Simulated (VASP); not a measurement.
# Sn (Fd-3m) in VASP: notebook

Runs on Sn. Level: r2SCAN. Tasks: single point, relaxation of cell and atoms.

Program: VASP 6.6.1. These are calculated values, not measurements. Logs are shortened: lines on timing, memory, paths and dates and some standing lists are left out, and cuts for length are marked.

## 1. The cell of the first run

It takes space group Fd-3m (No. 227, cubic). The conventional cell has a = 6.568 Å, b = 6.568 Å, c = 6.568 Å, α = 90.00°, β = 90.00°, γ = 90.00°. Sn (site symmetry -43m) has 4 Sn at 2.84 Å within 3.7 Å.

This isn't the form of Sn at room conditions, which is tetragonal (white tin).

## 2. Single point, r2SCAN

POSCAR reads:

```
Sn
1.0
    0.0000000000      3.2838724797      3.2838724797
    3.2838724797      0.0000000000      3.2838724797
    3.2838724797      3.2838724797      0.0000000000
Sn
2
Direct
    0.7500000000      0.7500000000      0.7500000000
    0.5000000000      0.5000000000      0.5000000000
```

INCAR.step1 reads:

```
SYSTEM = Sn
  PREC = Accurate
  ENCUT = 550
  ISMEAR = -1
  SIGMA = 0.05
  LREAL = .False.
  LASPH = .True.
  NELM = 120
  NBANDS = 21
  GGA = PE
  ALGO = Normal
  EDIFF = 1E-5
  LWAVE = .True.
  LCHARG = .False.
  GGA_COMPAT = .False.
```

INCAR.step2 reads:

```
SYSTEM = Sn
  PREC = Accurate
  ENCUT = 550
  EDIFF = 1E-6
  ISMEAR = -1
  SIGMA = 0.05
  LREAL = .False.
  LASPH = .True.
  NELM = 120
  ALGO = Normal
  ISIF = 2
  LWAVE = .False.
  LCHARG = .True.
  METAGGA = R2SCAN
  LMIXTAU = .True.
  LELF = .True.
  LVHAR = .True.
  NBANDS = 21
  ISTART = 1
  GGA_COMPAT = .False.
```

KPOINTS reads:

```
regular mesh
0
Gamma
  7 7 7
  0 0 0
```

Potentials or basis: VASP PAW PBE potentials, release 64 (Sn_d).

On the command line:

```sh
cat potpaw_PBE.64/Sn_d/POTCAR > POTCAR
cp INCAR.step1 INCAR
mpirun -np 1 vasp_std > vasp.out
cp INCAR.step2 INCAR
mpirun -np 1 vasp_std > vasp.out
```

OUTCAR:

```text
SYSTEM = Sn
   PREC = Accurate
   ENCUT = 550
   EDIFF = 1E-6
   ISMEAR = -1
   LREAL = .False.
   LASPH = .True.
   NELM = 120
   ISIF = 2
   METAGGA = R2SCAN
   ISTART = 1

 ion  position               nearest neighbor table
   1  0.750  0.750  0.750-   2 2.84   2 2.84   2 2.84   2 2.84
   2  0.500  0.500  0.500-   1 2.84   1 2.84   1 2.84   1 2.84

  LATTYP: Found a face centered cubic cell.
 ALAT       =     6.5677449594

  Lattice vectors:

 A1 = (   0.0000000000,   3.2838724797,   3.2838724797)
 A2 = (   3.2838724797,   0.0000000000,   3.2838724797)
 A3 = (   3.2838724797,   3.2838724797,   0.0000000000)

Analysis of symmetry for initial positions (statically):
=====================================================================
 Subroutine PRICEL returns:
 Original cell was already a primitive cell.

 Routine SETGRP: Setting up the symmetry group for a
 face centered cubic supercell.

 Subroutine GETGRP returns: Found 48 space group operations
 (whereof 24 operations were pure point group operations)
 out of a pool of 48 trial point group operations.

The static configuration has the point symmetry T_d .
 The point group associated with its full space group is O_h .

Analysis of symmetry for dynamics (positions and initial velocities):
=====================================================================
 Subroutine PRICEL returns:
 Original cell was already a primitive cell.

 Routine SETGRP: Setting up the symmetry group for a
 face centered cubic supercell.

 Subroutine GETGRP returns: Found 48 space group operations
 (whereof 24 operations were pure point group operations)
 out of a pool of 48 trial point group operations.

The dynamic configuration has the point symmetry T_d .
 The point group associated with its full space group is O_h .

 Subroutine INISYM returns: Found 48 space group operations
 (whereof 24 operations are pure point group operations),
 and found     1 'primitive' translations

----------------------------------------------------------------------------------------

                                     Primitive cell

  volume of cell :      70.8254

  direct lattice vectors                    reciprocal lattice vectors
     0.000000000  3.283872480  3.283872480    -0.152259262  0.152259262  0.152259262
     3.283872480  0.000000000  3.283872480     0.152259262 -0.152259262  0.152259262
     3.283872480  3.283872480  0.000000000     0.152259262  0.152259262 -0.152259262

  length of vectors
     4.644096998  4.644096998  4.644096998     0.263720778  0.263720778  0.263720778

  position of ions in fractional coordinates (direct lattice)
     0.750000000  0.750000000  0.750000000
     0.500000000  0.500000000  0.500000000

  ion indices of the primitive-cell ions
   primitive index   ion index
                 1           1
                 2           2

----------------------------------------------------------------------------------------

 KPOINTS: regular mesh

Automatic generation of k-mesh.
 Grid dimensions read from file:
 generate k-points for:    7    7    7

 Generating k-lattice:

  Cartesian coordinates                     Fractional coordinates (reciprocal lattice)
    -0.021751323  0.021751323  0.021751323     0.142857143  0.000000000  0.000000000
     0.021751323 -0.021751323  0.021751323     0.000000000  0.142857143  0.000000000
     0.021751323  0.021751323 -0.021751323     0.000000000  0.000000000  0.142857143

  Length of vectors
     0.037674397  0.037674397  0.037674397

  Shift w.r.t. Gamma in fractional coordinates (k-lattice)
     0.000000000  0.000000000  0.000000000

 Subroutine IBZKPT returns following result:
 ===========================================

 Found     20 irreducible k-points:

 Following reciprocal coordinates:
            Coordinates               Weight
  0.000000  0.000000  0.000000      1.000000
  0.142857  0.000000  0.000000      8.000000
  0.285714  0.000000  0.000000      8.000000
  0.428571  0.000000  0.000000      8.000000
  0.142857  0.142857  0.000000      6.000000
  0.285714  0.142857  0.000000     24.000000
[... 12 lines left out ...]
 -0.428571  0.428571  0.142857     24.000000
 -0.285714  0.428571  0.142857     24.000000
   k-points           NKPTS =     20   k-points in BZ     NKDIM =     20   number of bands    NBANDS=     21
   number of dos      NEDOS =    301   number of ions     NIONS =      2
   total plane-waves  NPLWV =  46656
   dimension x,y,z NGX =    36 NGY =   36 NGZ =   36
   dimension x,y,z NGXF=    72 NGYF=   72 NGZF=   72
   ions per type =               2
   NGX,Y,Z   is equivalent  to a cutoff of  12.89, 12.89, 12.89 a.u.
   NGXF,Y,Z  is equivalent  to a cutoff of  25.77, 25.77, 25.77 a.u.
 SYSTEM =  Sn
   PREC   = accura    normal or accurate (medium, high low for compatibility)
   ISTART =      1    job   : 0-new  1-cont  2-samecut
   ICHARG =      0    charge: 1-file 2-atom 10-const
   ISPIN  =      1    spin polarized calculation?
   LNONCOLLINEAR =      F non collinear calculations
   LSORBIT =      F    spin-orbit coupling
   LASPH  =      T    aspherical Exc in radial PAW
   ENCUT  =  550.0 eV  40.42 Ry    6.36 a.u.   8.88  8.88  8.88*2*pi/ulx,y,z
   NELM   =    120;   NELMIN=  2; NELMDL=  0     # of ELM steps
   EDIFF  = 0.1E-05   stopping-criterion for ELM
   LREAL  =      F    real-space projection
   EDIFFG = 0.1E-04   stopping-criterion for IOM
   NSW    =      0    number of steps for IOM
   IBRION =     -1    ionic relax: 0-MD 1-quasi-New 2-CG
   NFREE  =      0    steps in history (QN), initial steepest desc. (CG)
   ISIF   =      2    stress and relaxation
   ISYM   =      2    0-nonsym 1-usesym 2-fastsym
   POTIM  = 0.5000    time-step for ionic-motion
   TEBEG  =    0.0;   TEEND  =   0.0 temperature during run
   PSTRESS=    0.0 pullay stress
   NELECT =      28.0000    total number of electrons
   NUPDOWN=      -1.0000    fix difference up-down
   EMIN   =  10.00;   EMAX   =-10.00  energy-range for DOS
   EFERMI =   0.00;   METHOD = LEGACY
   ISMEAR =    -1;   SIGMA  =   0.05  broadening in eV -4-tet -1-fermi 0-gaus
   EFERMI_NEDOS =   21; number of points for ismear=-14 and -15
   IALGO  =     38    algorithm
   IMIX   =      4    mixing-type and parameters
     AMIX     =   0.40;   BMIX     =  1.00
     AMIX_MAG =   1.60;   BMIX_MAG =  1.00
  volume/ion in A,a.u.               =      35.41       238.98
  Fermi-wavevector in a.u.,A,eV,Ry     =   1.201521  2.270545 19.642075  1.443652
  Thomas-Fermi vector in A             =   2.337327
   LORBIT       =      0    0 simple, 1 ext, 2 COOP (PROOUT), +10 PAW based schemes
   METAGGA = R2SCAN    functional components
   LHFCALC =     F    Hartree Fock is set to
   AEXX    =    0.0000 exact exchange contribution
   IVDW    =     0    specifies the selected vdW correction
   LEPSILON=     F    determine dielectric tensor
   LRPA    =     F    only Hartree local field effects (RPA)
 non-spin polarized calculation
  energy-cutoff  :      550.00
  volume of cell :       70.83
 maximum number of plane-waves:      2089
   NGX = 17   NGY = 17   NGZ = 17

 number of electron      27.9999984 magnetization

 Free energy of the ion-electron system (eV)
  ---------------------------------------------------
  ext. energy  EPLUGINS =         0.00000000
  ---------------------------------------------------
  free energy    TOTEN  =       -49.48147203 eV

  energy without entropy =      -49.48004874  energy(sigma->0) =      -49.48076039

 E-fermi :   5.1902     XC(G=0):  -9.4208

 val. band max:        4.8592006732   @ k =   0.1429   0.0000   0.0000
 cond. band min:       5.2099247241   @ k =   0.0000   0.0000   0.0000
 fundamental gap:      0.3507240509
 Fermi energy:         5.1902482725

 k-point     1 :       0.0000    0.0000    0.0000
  band No.  band energies     occupation
      1     -17.1279      2.00000
      2     -17.1279      2.00000
      3     -17.1279      2.00000
      4     -17.0662      2.00000
      5     -17.0662      2.00000
      6     -16.7716      2.00000
[... 13 lines left out ...]
     20      13.3820      0.00000
     21      13.3820      0.00000

 k-point     2 :       0.1429    0.0000    0.0000
  band No.  band energies     occupation
      1     -17.1404      2.00000
      2     -17.1404      2.00000
      3     -17.1232      2.00000
      4     -17.0482      2.00000
      5     -17.0482      2.00000
      6     -16.7929      2.00000
[... 13 lines left out ...]
     20      12.4850      0.00000
     21      12.4850      0.00000

 k-point     3 :       0.2857    0.0000    0.0000
  band No.  band energies     occupation
      1     -17.1555      2.00000
      2     -17.1555      2.00000
      3     -17.1125      2.00000
      4     -17.0222      2.00000
      5     -17.0222      2.00000
      6     -16.8138      2.00000
[... 13 lines left out ...]
     20      12.4960      0.00000
     21      12.4960      0.00000

 k-point     4 :       0.4286    0.0000    0.0000
  band No.  band energies     occupation
      1     -17.1623      2.00000
      2     -17.1623      2.00000
      3     -17.1035      2.00000
      4     -17.0089      2.00000
      5     -17.0089      2.00000
      6     -16.8226      2.00000
[... 13 lines left out ...]
     20      13.7823      0.00000
     21      13.7823      0.00000

 k-point     5 :       0.1429    0.1429    0.0000
  band No.  band energies     occupation
      1     -17.1386      2.00000
      2     -17.1386      2.00000
      3     -17.1353      2.00000
      4     -17.0504      2.00000
      5     -17.0286      2.00000
      6     -16.8301      2.00000
[... 13 lines left out ...]
     20      11.7629      0.00000
     21      13.6200      0.00000
[... 286 lines left out ...]
     20      13.8039      0.00000
     21      14.4741      0.00000

 k-point    18 :      -0.4286    0.2857    0.1429
  band No.  band energies     occupation
      1     -17.1920      2.00000
      2     -17.1780      2.00000
      3     -17.0545      2.00000
      4     -16.9796      2.00000
      5     -16.9494      2.00000
      6     -16.9055      2.00000
[... 13 lines left out ...]
     20      13.8853      0.00000
     21      14.6987      0.00000

 k-point    19 :      -0.4286    0.4286    0.1429
  band No.  band energies     occupation
      1     -17.1880      2.00000
      2     -17.1856      2.00000
      3     -17.0464      2.00000
      4     -16.9781      2.00000
      5     -16.9464      2.00000
      6     -16.8926      2.00000
[... 13 lines left out ...]
     20      14.4502      0.00000
     21      15.7953      0.00000

 k-point    20 :      -0.2857    0.4286    0.1429
  band No.  band energies     occupation
      1     -17.1988      2.00000
      2     -17.1865      2.00000
      3     -17.0232      2.00000
      4     -16.9571      2.00000
      5     -16.9367      2.00000
      6     -16.9057      2.00000
[... 13 lines left out ...]
     20      14.2094      0.00000
     21      15.9859      0.00000

------------------------ aborting loop because EDIFF is reached ----------------------------------------

  FORCE on cell =-STRESS in cart. coord.  units (eV):
  Direction    XX          YY          ZZ          XY          YZ          ZX
  --------------------------------------------------------------------------------------
  -------------------------------------------------------------------------------------
  Total       -0.0195550     -0.0195550     -0.0195550      0.0000000      0.0000000     -0.0000000
  in kB       -0.4423637     -0.4423637     -0.4423637      0.0000000      0.0000000     -0.0000000
  external PRESSURE =      -0.4423637 kB  Pullay stress =       0.0000000 kB

 VOLUME and BASIS-vectors are now :
 -----------------------------------------------------------------------------
  energy-cutoff  :      550.00
  volume of cell :       70.83
      direct lattice vectors                 reciprocal lattice vectors
     0.000000000  3.283872480  3.283872480    -0.152259262  0.152259262  0.152259262
     3.283872480  0.000000000  3.283872480     0.152259262 -0.152259262  0.152259262
     3.283872480  3.283872480  0.000000000     0.152259262  0.152259262 -0.152259262

 POSITION                                       TOTAL-FORCE (eV/Angst)
 -----------------------------------------------------------------------------------
      4.92581      4.92581      4.92581         0.000000      0.000000      0.000000
      3.28387      3.28387      3.28387        -0.000000     -0.000000     -0.000000
 -----------------------------------------------------------------------------------
    total drift:                                0.000000      0.000000      0.000000

  FREE ENERGIE OF THE ION-ELECTRON SYSTEM (eV)
  ---------------------------------------------------
  free  energy   TOTEN  =       -49.4814720342 eV

  energy  without entropy=      -49.4800487362  energy(sigma->0) =      -49.48076039
```

Run time: 2.5 min. Hardware: 1 thread of Intel Xeon 8259CL, shared host; peak memory 0.22 GiB.

Results:

| Property | Result |
| --- | --- |
| Free energy | -49.4815 eV |
| Pressure | 0.0 GPa |
| Band gap on the k mesh | zero (filled and empty bands touch) |

Caveat: the PAW data sets were made with another functional, which shifts forces and pressure a little; spin-orbit coupling is left out, which moves the levels of the heavy elements.

## 3. Relaxation of cell and atoms, r2SCAN, target pressure 2 GPa, at which the enthalpy is minimised

This run uses another cell than the first one, of 33.80 Å³/atom.

POSCAR reads:

```
Sn
1.0
    0.0000000000      3.2333428000      3.2333428000
    3.2333428000      0.0000000000      3.2333428000
    3.2333428000      3.2333428000      0.0000000000
Sn
2
Direct
    0.7500000000      0.7500000000      0.7500000000
    0.5000000000      0.5000000000      0.5000000000
```

INCAR.step1 reads:

```
SYSTEM = Sn
ALGO = Normal
EDIFF = 1E-5
EDIFFG = -0.005
ENCUT = 550
GGA = PE
GGA_COMPAT = .False.
IBRION = 2
ISIF = 3
ISMEAR = -1
LASPH = .True.
LCHARG = .False.
LREAL = .False.
LWAVE = .True.
NELM = 120
NELMIN = 4
NSW = 100
PREC = Accurate
SIGMA = 0.05
```

INCAR.step2 reads:

```
SYSTEM = Sn
ALGO = Normal
EDIFF = 1E-7
EDIFFG = -0.01
ENCUT = 550
GGA_COMPAT = .False.
IBRION = 2
ISIF = 3
ISMEAR = -1
ISTART = 1
LASPH = .True.
LCHARG = .False.
LMIXTAU = .True.
LREAL = .False.
LWAVE = .False.
METAGGA = R2SCAN
NELM = 120
NELMIN = 4
NSW = 60
PREC = Accurate
PSTRESS = 20.0
SIGMA = 0.05
```

KPOINTS reads:

```
k-points
0
Gamma
  7 7 7
  0 0 0
```

Potentials or basis: VASP PAW PBE potentials, release 64 (Sn_d).

On the command line:

```sh
cat potpaw_PBE.64/Sn_d/POTCAR > POTCAR
cp INCAR.step1 INCAR
mpirun -np 1 vasp_std > vasp.out
cp INCAR.step2 INCAR
mpirun -np 1 vasp_std > vasp.out
```

OUTCAR:

```text
SYSTEM = Sn
   EDIFF = 1E-7
   EDIFFG = -0.01
   ENCUT = 550
   IBRION = 2
   ISIF = 3
   ISMEAR = -1
   ISTART = 1
   LASPH = .True.
   LREAL = .False.
   METAGGA = R2SCAN
   NELM = 120
   NELMIN = 4
   NSW = 60
   PREC = Accurate
   PSTRESS = 20.0

 ion  position               nearest neighbor table
   1  0.750  0.750  0.750-   2 2.80   2 2.80   2 2.80   2 2.80
   2  0.500  0.500  0.500-   1 2.80   1 2.80   1 2.80   1 2.80

  LATTYP: Found a face centered cubic cell.
 ALAT       =     6.4666856000

  Lattice vectors:

 A1 = (   0.0000000000,   3.2333428000,   3.2333428000)
 A2 = (   3.2333428000,   0.0000000000,   3.2333428000)
 A3 = (   3.2333428000,   3.2333428000,   0.0000000000)

[... 174 lines left out ...]

  FORCE on cell =-STRESS in cart. coord.  units (eV):
  Direction    XX          YY          ZZ          XY          YZ          ZX
  --------------------------------------------------------------------------------------
  -------------------------------------------------------------------------------------
  Total        0.9282685      0.9282685      0.9282685     -0.0000000      0.0000000      0.0000000
  in kB       21.9987988     21.9987988     21.9987988     -0.0000000      0.0000000      0.0000000
  external PRESSURE =       1.9987988 kB  Pullay stress =      20.0000000 kB
[... 63 lines left out ...]
--------------------------------------- Ionic step        3  -------------------------------------------

 number of electron      28.0000006 magnetization

 Free energy of the ion-electron system (eV)
  ---------------------------------------------------
  ext. energy  EPLUGINS =         0.00000000
  ---------------------------------------------------
  free energy    TOTEN  =       -49.46280198 eV

  energy without entropy =      -49.46183367  energy(sigma->0) =      -49.46231783

 E-fermi :   5.6755     XC(G=0):  -9.6220

 val. band max:        5.6597449281   @ k =   0.0000   0.0000   0.0000
 cond. band min:       5.8429994577   @ k =   0.4286   0.0000   0.0000
 fundamental gap:      0.1832545296
 Fermi energy:         5.6755468095

 k-point     1 :       0.0000    0.0000    0.0000
  band No.  band energies     occupation
      1     -16.7622      2.00000
      2     -16.7622      2.00000
      3     -16.7622      2.00000
      4     -16.6946      2.00000
      5     -16.6946      2.00000
      6     -16.3647      2.00000
[... 442 lines left out ...]
  energy  without entropy=      -49.4618336724  energy(sigma->0) =      -49.46231783

  enthalpy is  TOTEN    =       -48.6155348907 eV   P V=        0.8472670929

 reached required accuracy - stopping structural energy minimisation
```

OUTCAR.step1:

```text
SYSTEM = Sn
   EDIFF = 1E-5
   EDIFFG = -0.005
   ENCUT = 550
   GGA = PE
   IBRION = 2
   ISIF = 3
   ISMEAR = -1
   LASPH = .True.
   LREAL = .False.
   NELM = 120
   NELMIN = 4
   NSW = 100
   PREC = Accurate

[... 877 lines left out ...]
 fundamental gap:      0.1146066761
 Fermi energy:         4.7632622071

 k-point     1 :       0.0000    0.0000    0.0000
  band No.  band energies     occupation
      1     -16.6698      2.00000
      2     -16.6698      2.00000
      3     -16.6698      2.00000
      4     -16.6200      2.00000
      5     -16.6200      2.00000
      6     -16.3672      2.00000
[... 438 lines left out ...]
  FREE ENERGIE OF THE ION-ELECTRON SYSTEM (eV)
  ---------------------------------------------------
  free  energy   TOTEN  =        -7.6760239848 eV

  energy  without entropy=       -7.6723664457  energy(sigma->0) =       -7.67419522

 reached required accuracy - stopping structural energy minimisation
```

OSZICAR.step1:

```text
N       E                     dE             d eps       ncg     rms          rms(c)
DAV:   1     0.214210284654E+03    0.21421E+03   -0.15918E+04   720   0.235E+03
DAV:   2     0.120857780701E+02   -0.20212E+03   -0.19955E+03   720   0.455E+02
DAV:   3    -0.707042307036E+01   -0.19156E+02   -0.19071E+02   804   0.149E+02
DAV:   4    -0.765609534528E+01   -0.58567E+00   -0.58506E+00   804   0.284E+01
[... 52 lines left out ...]
       N       E                     dE             d eps       ncg     rms          rms(c)
DAV:   1    -0.767603486953E+01   -0.13250E-04   -0.24570E-04   680   0.271E-01    0.178E-02
DAV:   2    -0.767602685542E+01    0.80141E-05   -0.15190E-05   360   0.691E-02    0.801E-03
DAV:   3    -0.767602480454E+01    0.20509E-05   -0.72906E-06   362   0.416E-02    0.124E-03
DAV:   4    -0.767602398484E+01    0.81971E-06   -0.70118E-07   360   0.104E-02
   8 F= -.76760240E+01 E0= -.76741952E+01  d E =-.684699E-04
```

Run time: 12 min. Hardware: 1 thread of Intel Xeon 8259CL, shared host; peak memory 0.23 GiB.

Results:

* Free energy: -49.4628 eV
* Relaxed volume: 33.94 Å³/atom
* Relaxed cell: a = 4.579 Å, b = 4.579 Å, c = 4.579 Å, α = 60.00°, β = 60.00°, γ = 60.00°
* Space group after relaxing (to 0.1 Å): Fd-3m (No. 227)
* Energy change on relaxing (the run minimises the enthalpy): -1.8 meV/atom
* Ionic steps: 3
* Pressure after relaxing: 2.0 GPa
* Band gap on the k mesh: zero (filled and empty bands touch)

The path:
```csv
step,energy change (eV),largest force (eV/Å),pressure (GPa),volume (Å³)
1,0.0000,0.0000,2.20,67.61
2,-0.0053,0.0000,1.89,68.02
3,-0.0035,0.0000,2.00,67.87
```

Final structure:
```
CELL_PARAMETERS angstrom
0.00000 3.23760 3.23760
3.23760 0.00000 3.23760
3.23760 3.23760 0.00000
ATOMIC_POSITIONS crystal
Sn 0.75000 0.75000 0.75000
Sn 0.50000 0.50000 0.50000
```

Caveat: the cell is relaxed towards a set pressure, so the run minimises the enthalpy, not the energy; the PAW data sets were made with another functional, which shifts forces and pressure a little; spin-orbit coupling is left out, which moves the levels of the heavy elements. Zero-point motion and thermal expansion aren't in these numbers.

(Continued in part 2 of 2.)
